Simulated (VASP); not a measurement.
# BiTe (Immm) in VASP: further runs

The runs below take BiTe through single point, with PBE.

Everything below comes from runs of VASP 6.6.1. Logs are shortened: lines on timing, memory, paths and dates and some standing lists are left out, and cuts for length are marked.

## (1) The cell of the first run

It takes space group Immm (No. 71, orthorhombic). Conventional cell: a = 4.489 Å, b = 4.661 Å, c = 6.470 Å, α = 90.00°, β = 90.00°, γ = 90.00°. Bi (site symmetry mmm) has 6 Te at 3.23 to 3.24 Å within 4.3 Å. Within 4.3 Å of Te (site symmetry mmm) lie 6 Bi at 3.23 to 3.24 Å.

## (2) Single point, PBE (strain +0.0375 x Voigt [0, 0, 0, 0, 0, 1])

Input file INCAR:

```
  ALGO = Normal
  EDIFF = 1E-6
  ENCUT = 520
  GGA = PE
  ISIF = 2
  ISMEAR = 0
  LASPH = True
  LCHARG = False
  LREAL = False
  LWAVE = False
  NBANDS = 18
  NELM = 80
  PREC = Accurate
  SIGMA = 0.15
```

Input file KPOINTS:

```
k-points
0
Gamma
  14 14 14
```

Input file POSCAR:

```
BiTe
1.0
    0.0606562500      3.2350000000      3.2350000000
    3.2350000000      0.0606562500      3.2350000000
    3.2956562500      3.2956562500      0.0000000000
Bi Te
1 1
Direct
    0.0000000000      0.0000000000      0.0000000000
    0.5000000000      0.5000000000      0.5000000000
```

Potentials or basis: VASP PAW PBE potentials, release 64 (Bi_d, Te).

On the command line:

```console
$ cat potpaw_PBE.64/Bi_d/POTCAR potpaw_PBE.64/Te/POTCAR > POTCAR
$ mpirun -np 1 vasp_std > vasp.out
```

OUTCAR:

```text
EDIFF = 1E-6
   ENCUT = 520
   GGA = PE
   ISIF = 2
   ISMEAR = 0
   LASPH = True
   LREAL = False
   NELM = 80
   PREC = Accurate

 ion  position               nearest neighbor table
   1  0.000  0.000  0.000-   2 3.23   2 3.23   2 3.24   2 3.24   2 3.24   2 3.24
   2  0.500  0.500  0.500-   1 3.23   1 3.23   1 3.24   1 3.24   1 3.24   1 3.24

  LATTYP: Found a body centered orthorhombic cell.
 ALAT       =     4.4891999829
 B/A-ratio  =     1.0382165605
 C/A-ratio  =     1.4412367515

  Lattice vectors:

 A1 = (   3.2350000000,   0.0606562500,  -3.2350000000)
 A2 = (  -3.2350000000,  -0.0606562500,  -3.2350000000)
 A3 = (   0.0606562500,   3.2350000000,   3.2350000000)

Analysis of symmetry for initial positions (statically):
=====================================================================
 Subroutine PRICEL returns:
 Original cell was already a primitive cell.

 Routine SETGRP: Setting up the symmetry group for a
 body centered orthorhombic supercell.

 Subroutine GETGRP returns: Found  8 space group operations
 (whereof  8 operations were pure point group operations)
 out of a pool of  8 trial point group operations.

The static configuration has the point symmetry D_2h.

Analysis of symmetry for dynamics (positions and initial velocities):
=====================================================================
 Subroutine PRICEL returns:
 Original cell was already a primitive cell.

 Routine SETGRP: Setting up the symmetry group for a
 body centered orthorhombic supercell.

 Subroutine GETGRP returns: Found  8 space group operations
 (whereof  8 operations were pure point group operations)
 out of a pool of  8 trial point group operations.

The dynamic configuration has the point symmetry D_2h.

 Subroutine INISYM returns: Found  8 space group operations
 (whereof  8 operations are pure point group operations),
 and found     1 'primitive' translations

----------------------------------------------------------------------------------------

                                     Primitive cell

  volume of cell :      67.6862

  direct lattice vectors                    reciprocal lattice vectors
     0.060656250  3.235000000  3.235000000    -0.157512872  0.157512872  0.154559505
     3.235000000  0.060656250  3.235000000     0.157512872 -0.157512872  0.154559505
     3.295656250  3.295656250  0.000000000     0.151714852  0.151714852 -0.154559505

  length of vectors
[... 81 lines left out ...]
   NELM   =     80;   NELMIN=  2; NELMDL= -5     # of ELM steps
   EDIFF  = 0.1E-05   stopping-criterion for ELM
   LREAL  =      F    real-space projection
   EDIFFG = 0.1E-04   stopping-criterion for IOM
   NSW    =      0    number of steps for IOM
   IBRION =     -1    ionic relax: 0-MD 1-quasi-New 2-CG
   NFREE  =      0    steps in history (QN), initial steepest desc. (CG)
   ISIF   =      2    stress and relaxation
   ISYM   =      2    0-nonsym 1-usesym 2-fastsym
   POTIM  = 0.5000    time-step for ionic-motion
   TEBEG  =    0.0;   TEEND  =   0.0 temperature during run
   PSTRESS=    0.0 pullay stress
   NELECT =      21.0000    total number of electrons
   NUPDOWN=      -1.0000    fix difference up-down
   EMIN   =  10.00;   EMAX   =-10.00  energy-range for DOS
   EFERMI =   0.00;   METHOD = LEGACY
   ISMEAR =     0;   SIGMA  =   0.15  broadening in eV -4-tet -1-fermi 0-gaus
   EFERMI_NEDOS =   21; number of points for ismear=-14 and -15
   IALGO  =     38    algorithm
   IMIX   =      4    mixing-type and parameters
     AMIX     =   0.40;   BMIX     =  1.00
     AMIX_MAG =   1.60;   BMIX_MAG =  1.00
  volume/ion in A,a.u.               =      33.84       228.38
  Fermi-wavevector in a.u.,A,eV,Ry     =   1.108276  2.094338 16.711702  1.228275
  Thomas-Fermi vector in A             =   2.244801
   LORBIT       =      0    0 simple, 1 ext, 2 COOP (PROOUT), +10 PAW based schemes
   GGA     = PE    functional components
   LHFCALC =     F    Hartree Fock is set to
   AEXX    =    0.0000 exact exchange contribution
   IVDW    =     0    specifies the selected vdW correction
   LEPSILON=     F    determine dielectric tensor
   LRPA    =     F    only Hartree local field effects (RPA)
 non-spin polarized calculation
 Gauss-broadening in eV      SIGMA  =   0.15
  energy-cutoff  :      520.00
  volume of cell :       67.69
 maximum number of plane-waves:      1851
 NGX is ok and might be reduce to    36
   NGX = 17   NGY = 17   NGZ = 17

 number of electron      21.0000002 magnetization

 Free energy of the ion-electron system (eV)
  ---------------------------------------------------
  ext. energy  EPLUGINS =         0.00000000
  ---------------------------------------------------
  free energy    TOTEN  =        -7.17975687 eV

  energy without entropy =       -7.16350237  energy(sigma->0) =       -7.17162962

 E-fermi :   6.6661     XC(G=0):  -9.4367

 val. band max:        6.6644921095   @ k =  -0.3571   0.1429   0.3571
 cond. band min:       6.6662366291   @ k =   0.2143   0.2143   0.5000
 fundamental gap:      0.0017445196
 Fermi energy:         6.6661236819

 k-point     1 :       0.0000    0.0000    0.0000
  band No.  band energies     occupation
      1     -16.4993      2.00000
      2     -16.4989      2.00000
      3     -16.4980      2.00000
      4     -16.4958      2.00000
      5     -16.4937      2.00000
      6      -6.8696      2.00000
[... 481 lines left out ...]
      5     -16.4901      2.00000
      6      -6.2195      2.00000
[... 10 lines left out ...]
     17      14.5016      0.00000
     18      14.7786      0.00000

 [... further k-points ...]

------------------------ aborting loop because EDIFF is reached ----------------------------------------

  FORCE on cell =-STRESS in cart. coord.  units (eV):
  Direction    XX          YY          ZZ          XY          YZ          ZX
  --------------------------------------------------------------------------------------
  -------------------------------------------------------------------------------------
  Total        0.2868984      0.2868984      0.2765615      0.0020884      0.0000000      0.0000000
  in kB        6.7910756      6.7910756      6.5463954      0.0494339      0.0000000      0.0000000
  external PRESSURE =       6.7095155 kB  Pullay stress =       0.0000000 kB

 VOLUME and BASIS-vectors are now :
 -----------------------------------------------------------------------------
  energy-cutoff  :      520.00
  volume of cell :       67.69
      direct lattice vectors                 reciprocal lattice vectors
     0.060656250  3.235000000  3.235000000    -0.157512872  0.157512872  0.154559505
     3.235000000  0.060656250  3.235000000     0.157512872 -0.157512872  0.154559505
     3.295656250  3.295656250  0.000000000     0.151714852  0.151714852 -0.154559505

 POSITION                                       TOTAL-FORCE (eV/Angst)
 -----------------------------------------------------------------------------------
      0.00000      0.00000      0.00000        -0.000000      0.000000      0.000000
      3.29566      3.29566      3.23500         0.000000     -0.000000      0.000000
 -----------------------------------------------------------------------------------
    total drift:                               -0.000000      0.000000      0.000000

  FREE ENERGIE OF THE ION-ELECTRON SYSTEM (eV)
  ---------------------------------------------------
  free  energy   TOTEN  =        -7.1797568729 eV

  energy  without entropy=       -7.1635023733  energy(sigma->0) =       -7.17162962
```

stdout:

```text
POSCAR found type information on POSCAR BiTe
 POSCAR found :  2 types and       2 ions
 scaLAPACK will be used
 LDA part: xc-table for (Slater+PW92), standard interpolation
 POSCAR, INCAR and KPOINTS ok, starting setup
 FFT: planning ... GRIDC
 FFT: planning ... GRID_SOFT
 FFT: planning ... GRID
 WAVECAR not read
 entering main loop
```

Wall time 3.3 min (1 thread of Intel Xeon 6975P-C (Granite Rapids), shared host); peak memory 0.62 GiB.

What came out:

- Free energy: -7.1798 eV
- Pressure: 0.7 GPa
- Band gap on the k mesh: zero (an odd number of electrons rules out a gap without spin polarisation)

Caveat: the cell differs from its parent crystal (strain +0.0375 x Voigt [0, 0, 0, 0, 0, 1]); spin-orbit coupling is left out, which moves the levels of the heavy elements.

## (3) Single point, PBE (strain +0.0125 x Voigt [0, 0, 0, 0, 0, 1])

Input file INCAR:

```
  ALGO = Normal
  EDIFF = 1E-7
  ENCUT = 520
  GGA = PE
  ISIF = 2
  ISMEAR = 0
  LASPH = T
  LCHARG = T
  LELF = T
  LREAL = F
  LVHAR = T
  LWAVE = F
  NBANDS = 18
  NELM = 60
  PREC = Accurate
  SIGMA = 0.15
```

KPOINTS is that of step 2.

Input file POSCAR:

```
BiTe
1.0
    0.0202187500      3.2350000000      3.2350000000
    3.2350000000      0.0202187500      3.2350000000
    3.2552187500      3.2552187500      0.0000000000
Bi Te
1 1
Direct
    0.0000000000      0.0000000000      0.0000000000
    0.5000000000      0.5000000000      0.5000000000
```

Potentials or basis: VASP PAW PBE potentials, release 64 (Bi_d, Te).

On the command line:

```console
$ cat potpaw_PBE.64/Bi_d/POTCAR potpaw_PBE.64/Te/POTCAR > POTCAR
$ mpirun -np 1 vasp_std > vasp.out
```

Wall time 4 min (1 thread of Intel Xeon 6975P-C (Granite Rapids), shared host); peak memory 0.61 GiB.

The run converged. Its results:

| Item | Value |
| --- | --- |
| Free energy | -7.1798 eV |
| Pressure | 0.7 GPa |
| Band gap on the k mesh | zero (an odd number of electrons rules out a gap without spin polarisation) |

Levels at points of the mesh, in eV from the Fermi level:
| k point | band 6 | band 7 | band 8 | band 9 | band 10 | band 11 | band 12 | band 13 | band 14 | band 15 |
| --- | --- | --- | --- | --- | --- | --- | --- | --- | --- | --- |
| (0.00, 0.00, 0.00) | -13.54 | -8.14 | -2.61 | -2.56 | -2.50 | 2.12 | 2.14 | 2.16 | 4.58 | 4.66 |
| (0.50, 0.00, 0.00) | -11.58 | -11.25 | -1.96 | -1.94 | -1.64 | -0.86 | -0.68 | -0.64 | 7.33 | 7.77 |
| (0.50, 0.50, 0.00) | -11.78 | -9.97 | -5.67 | -4.09 | -3.97 | 2.23 | 3.55 | 3.60 | 4.94 | 8.65 |
| (0.00, 0.00, 0.50) | -11.59 | -11.27 | -1.93 | -1.90 | -1.59 | -0.81 | -0.62 | -0.59 | 7.29 | 7.71 |
| (0.50, 0.00, 0.50) | -11.78 | -9.97 | -5.67 | -4.03 | -4.03 | 2.23 | 3.57 | 3.58 | 4.94 | 8.65 |

Caveat: the cell differs from its parent crystal (strain +0.0125 x Voigt [0, 0, 0, 0, 0, 1]); spin-orbit coupling is left out, which moves the levels of the heavy elements.
